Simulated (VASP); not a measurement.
# Ir (I4/mmm) in VASP: notebook

Runs on Ir. Level: PBE. Tasks: single point.

All numbers are computed with VASP 6.6.1; they aren't measurements. Logs are shortened: lines on timing, memory, paths and dates and some standing lists are left out, and cuts for length are marked.

### Step 1. The cell of the first run

Symmetry: I4/mmm, No. 139, tetragonal system. The conventional cell has a = 2.862 Å, b = 2.862 Å, c = 3.652 Å, α = 90.00°, β = 90.00°, γ = 90.00°. Within 3.7 Å of Ir (site symmetry 4/mmm) lie 14 Ir at 2.73 to 3.65 Å.

### Step 2. Single point, PBE (14.96 Å³/atom)

File INCAR:

```
PREC = Accurate
ENCUT = 520
EDIFF = 1E-6
ISMEAR = 0
SIGMA = 0.15
LREAL = False
LASPH = True
NELM = 100
ALGO = Normal
ISIF = 2
LWAVE = False
LCHARG = False
GGA = PE
NBANDS = 10
```

File KPOINTS:

```
Automatic mesh
0
Gamma
  22 22 22
```

File POSCAR:

```
Ir
1.0
    0.0000000000      2.0238589274      1.8259255243
    2.0238589274      0.0000000000      1.8259255243
    2.0238589274      2.0238589274      0.0000000000
Ir
1
Direct
    0.0000000000      0.0000000000      0.0000000000
```

Potentials or basis: VASP PAW PBE potentials, release 64 (Ir).

Run with:

```
cat potpaw_PBE.64/Ir/POTCAR > POTCAR
mpirun -np 1 vasp_std > vasp.out
```

OUTCAR:

```text
PREC = Accurate
   ENCUT = 520
   EDIFF = 1E-6
   ISMEAR = 0
   LREAL = False
   LASPH = True
   NELM = 100
   ISIF = 2
   GGA = PE

 ion  position               nearest neighbor table
   1  0.000  0.000  0.000-

  LATTYP: Found a body centered tetragonal cell.
 ALAT       =     2.8621687435
 C/A-ratio  =     1.2759034760

  Lattice vectors:

 A1 = (   0.0000000000,  -2.0238589274,  -1.8259255243)
 A2 = (   0.0000000000,   2.0238589274,  -1.8259255243)
 A3 = (   2.0238589274,   0.0000000000,   1.8259255243)

Analysis of symmetry for initial positions (statically):
=====================================================================
 Subroutine PRICEL returns:
 Original cell was already a primitive cell.

 Routine SETGRP: Setting up the symmetry group for a
 body centered tetragonal supercell.

 Subroutine GETGRP returns: Found 16 space group operations
 (whereof 16 operations were pure point group operations)
 out of a pool of 16 trial point group operations.

The static configuration has the point symmetry D_4h.

Analysis of symmetry for dynamics (positions and initial velocities):
=====================================================================
 Subroutine PRICEL returns:
 Original cell was already a primitive cell.

 Routine SETGRP: Setting up the symmetry group for a
 body centered tetragonal supercell.

 Subroutine GETGRP returns: Found 16 space group operations
 (whereof 16 operations were pure point group operations)
 out of a pool of 16 trial point group operations.

The dynamic configuration has the point symmetry D_4h.

 Subroutine INISYM returns: Found 16 space group operations
 (whereof 16 operations are pure point group operations),
 and found     1 'primitive' translations

----------------------------------------------------------------------------------------

                                     Primitive cell

  volume of cell :      14.9580

  direct lattice vectors                    reciprocal lattice vectors
     0.000000000  2.023858927  1.825925524    -0.247052793  0.247052793  0.273833732
     2.023858927  0.000000000  1.825925524     0.247052793 -0.247052793  0.273833732
     2.023858927  2.023858927  0.000000000     0.247052793  0.247052793 -0.273833732

  length of vectors
     2.725804281  2.725804281  2.862168743     0.443908862  0.443908862  0.443908862

  position of ions in fractional coordinates (direct lattice)
     0.000000000  0.000000000  0.000000000

  ion indices of the primitive-cell ions
   primitive index   ion index
[... 73 lines left out ...]
   EDIFF  = 0.1E-05   stopping-criterion for ELM
   LREAL  =      F    real-space projection
   EDIFFG = 0.1E-04   stopping-criterion for IOM
   NSW    =      0    number of steps for IOM
   IBRION =     -1    ionic relax: 0-MD 1-quasi-New 2-CG
   NFREE  =      0    steps in history (QN), initial steepest desc. (CG)
   ISIF   =      2    stress and relaxation
   ISYM   =      2    0-nonsym 1-usesym 2-fastsym
   POTIM  = 0.5000    time-step for ionic-motion
   TEBEG  =    0.0;   TEEND  =   0.0 temperature during run
   PSTRESS=    0.0 pullay stress
   NELECT =       9.0000    total number of electrons
   NUPDOWN=      -1.0000    fix difference up-down
   EMIN   =  10.00;   EMAX   =-10.00  energy-range for DOS
   EFERMI =   0.00;   METHOD = LEGACY
   ISMEAR =     0;   SIGMA  =   0.15  broadening in eV -4-tet -1-fermi 0-gaus
   EFERMI_NEDOS =   21; number of points for ismear=-14 and -15
   IALGO  =     38    algorithm
   IMIX   =      4    mixing-type and parameters
     AMIX     =   0.40;   BMIX     =  1.00
     AMIX_MAG =   1.60;   BMIX_MAG =  1.00
  volume/ion in A,a.u.               =      14.96       100.94
  Fermi-wavevector in a.u.,A,eV,Ry     =   1.382074  2.611740 25.988860  1.910127
  Thomas-Fermi vector in A             =   2.506799
   LORBIT       =      0    0 simple, 1 ext, 2 COOP (PROOUT), +10 PAW based schemes
   GGA     = PE    functional components
   LHFCALC =     F    Hartree Fock is set to
   AEXX    =    0.0000 exact exchange contribution
   IVDW    =     0    specifies the selected vdW correction
   LEPSILON=     F    determine dielectric tensor
   LRPA    =     F    only Hartree local field effects (RPA)
 non-spin polarized calculation
 Gauss-broadening in eV      SIGMA  =   0.15
  energy-cutoff  :      520.00
  volume of cell :       14.96
 maximum number of plane-waves:       426
   NGX = 11   NGY = 11   NGZ = 11

 number of electron       9.0000000 magnetization

 Free energy of the ion-electron system (eV)
  ---------------------------------------------------
  ext. energy  EPLUGINS =         0.00000000
  ---------------------------------------------------
  free energy    TOTEN  =        -8.74024773 eV

  energy without entropy =       -8.72672763  energy(sigma->0) =       -8.73348768

 E-fermi :   9.4156     XC(G=0): -13.6547

 val. band max:        9.4113217694   @ k =   0.3636   0.0000   0.1364
 cond. band min:       9.4156773908   @ k =   0.3636   0.3182   0.0000
 fundamental gap:      0.0043556214
 Fermi energy:         9.4156319291

 k-point     1 :       0.0000    0.0000    0.0000
  band No.  band energies     occupation
      1      -1.0609      2.00000
      2       5.5954      2.00000
      3       5.5954      2.00000
      4       6.7325      2.00000
      5       7.5391      2.00000
      6       9.0168      1.99983
      7      24.0732      0.00000
      8      28.1624      0.00000
      9      28.1624      0.00000
     10      31.3788      0.00000
[... 287 lines left out ...]
 k-point    24 :      -0.4545    0.0455    0.0000
  band No.  band energies     occupation
      1       2.0273      2.00000
      2       5.2552      2.00000
      3       6.4241      2.00000
      4       8.3373      2.00000
      5      10.3342      0.00000
      6      10.4908      0.00000
      7      16.5236      0.00000
      8      23.4575      0.00000
      9      28.0573      0.00000
     10      29.7556      0.00000

 [... further k-points ...]
[... 5 lines left out ...]
  --------------------------------------------------------------------------------------
  -------------------------------------------------------------------------------------
  Total       -1.6257852     -1.6257852      1.1364785      0.0000000     -0.0000000      0.0000000
  in kB     -174.1406699   -174.1406699    121.7301891      0.0000000     -0.0000000      0.0000000
  external PRESSURE =     -75.5170502 kB  Pullay stress =       0.0000000 kB

 VOLUME and BASIS-vectors are now :
 -----------------------------------------------------------------------------
  energy-cutoff  :      520.00
  volume of cell :       14.96
      direct lattice vectors                 reciprocal lattice vectors
     0.000000000  2.023858927  1.825925524    -0.247052793  0.247052793  0.273833732
     2.023858927  0.000000000  1.825925524     0.247052793 -0.247052793  0.273833732
     2.023858927  2.023858927  0.000000000     0.247052793  0.247052793 -0.273833732

 POSITION                                       TOTAL-FORCE (eV/Angst)
 -----------------------------------------------------------------------------------
      0.00000      0.00000      0.00000         0.000000      0.000000      0.000000
 -----------------------------------------------------------------------------------
    total drift:                                0.000000     -0.000000      0.000000

  FREE ENERGIE OF THE ION-ELECTRON SYSTEM (eV)
  ---------------------------------------------------
  free  energy   TOTEN  =        -8.7402477278 eV

  energy  without entropy=       -8.7267276332  energy(sigma->0) =       -8.73348768
```

OSZICAR:

```text
N       E                     dE             d eps       ncg     rms          rms(c)
DAV:   1     0.476199756084E+02    0.47620E+02   -0.43334E+03 16768   0.811E+02
DAV:   2    -0.837513853049E+01   -0.55995E+02   -0.53096E+02 17058   0.194E+02
DAV:   3    -0.929802336492E+01   -0.92288E+00   -0.91917E+00 19332   0.303E+01
DAV:   4    -0.930647557010E+01   -0.84522E-02   -0.84506E-02 18884   0.271E+00
DAV:   5    -0.930664657375E+01   -0.17100E-03   -0.17100E-03 18994   0.372E-01    0.132E+01
DAV:   6    -0.882263599952E+01    0.48401E+00   -0.93163E-01 18646   0.116E+01    0.530E+00
DAV:   7    -0.874581860941E+01    0.76817E-01   -0.25638E-01 19588   0.557E+00    0.155E+00
DAV:   8    -0.874239908931E+01    0.34195E-02   -0.22429E-03 18284   0.524E-01    0.947E-01
DAV:   9    -0.874024006985E+01    0.21590E-02   -0.15056E-03 18996   0.532E-01    0.133E-02
DAV:  10    -0.874024722312E+01   -0.71533E-05   -0.84116E-06 22528   0.264E-02    0.202E-02
DAV:  11    -0.874024772781E+01   -0.50469E-06   -0.63855E-07 11736   0.984E-03
   1 F= -.87402477E+01 E0= -.87334877E+01  d E =-.135201E-01
```

stdout:

```text
POSCAR found type information on POSCAR Ir
 POSCAR found :  1 types and       1 ions
 scaLAPACK will be used
 LDA part: xc-table for (Slater+PW92), standard interpolation
 POSCAR, INCAR and KPOINTS ok, starting setup
 FFT: planning ... GRIDC
 FFT: planning ... GRID_SOFT
 FFT: planning ... GRID
 WAVECAR not read
 entering main loop
```

Run time: 38 s. Hardware: 1 thread of Intel Xeon 6975P-C (Granite Rapids), shared host; peak memory 0.25 GiB.

What came out:

```yaml
Free_energy: -8.7402 eV
Pressure: -7.6 GPa
Band_gap_on_the_k_mesh: zero (an odd number of electrons rules out a gap without spin polarisation)
```

Stress tensor (GPa, compression positive):
```
-17.41   0.00   0.00
  0.00 -17.41   0.00
  0.00   0.00  12.17
```

Levels at points of the mesh, in eV from the Fermi level:
```
           k point  band 2  band 3  band 4  band 5  band 6  band 7
(0.00, 0.00, 0.00)   -3.82   -3.82   -2.68   -1.88   -0.40   14.66
(0.50, 0.00, 0.00)   -4.24   -2.88   -0.53    0.46    1.23    6.85
(0.50, 0.50, 0.00)   -6.78    0.79    1.43    1.43    3.26   10.29
(0.50, 0.00, 0.50)   -6.56    0.69    0.77    1.10    1.83    9.01
```

Caveat: the cell stands under tension; spin-orbit coupling is left out, which moves the levels of the heavy elements.

### Step 3. Single point, PBE (15.19 Å³/atom)

This run uses another cell than the first one, of 15.19 Å³/atom.

File INCAR:

```
  PREC = Accurate
  ENCUT = 520
  EDIFF = 1E-6
  ISMEAR = 0
  SIGMA = 0.15
  LREAL = F
  LASPH = T
  NELM = 100
  ALGO = Fast
  ISIF = 2
  LWAVE = F
  LCHARG = F
  GGA = PE
  NBANDS = 10
```

KPOINTS is that of step 2.

File POSCAR:

```
Ir
1.0
    0.0000000000      1.9997016471      1.8993166244
    1.9997016471      0.0000000000      1.8993166244
    1.9997016471      1.9997016471      0.0000000000
Ir
1
Direct
    0.0000000000      0.0000000000      0.0000000000
```

Potentials or basis: VASP PAW PBE potentials, release 64 (Ir).

Run with:

```
cat potpaw_PBE.64/Ir/POTCAR > POTCAR
mpirun -np 1 vasp_std > vasp.out
```

Wall time 62 s (1 thread of Intel Xeon 6975P-C (Granite Rapids), shared host); peak memory 0.26 GiB.

It converged, with:

* Free energy: -8.7976 eV
* Pressure: -13.6 GPa
* Band gap on the k mesh: zero (an odd number of electrons rules out a gap without spin polarisation)

Stress tensor (GPa, compression positive):
```
-18.64   0.00   0.00
  0.00 -18.64   0.00
  0.00   0.00  -3.48
```

Levels at points of the mesh, in eV from the Fermi level:
```tsv
k point	band 1	band 2	band 3	band 4	band 5	band 6	band 7	band 8	band 9
(0.00, 0.00, 0.00)	-10.33	-3.63	-3.63	-3.04	-1.45	-0.69	14.52	19.16	19.16
(0.50, 0.00, 0.00)	-7.34	-3.85	-3.19	-0.53	0.63	0.99	6.63	13.95	18.74
(0.50, 0.50, 0.00)	-7.04	-6.60	0.75	1.35	1.35	2.47	10.50	10.80	10.80
(0.50, 0.00, 0.50)	-7.12	-6.52	0.76	1.01	1.42	1.57	9.19	11.51	11.99
```

Caveat: the cell stands under tension; spin-orbit coupling is left out, which moves the levels of the heavy elements.
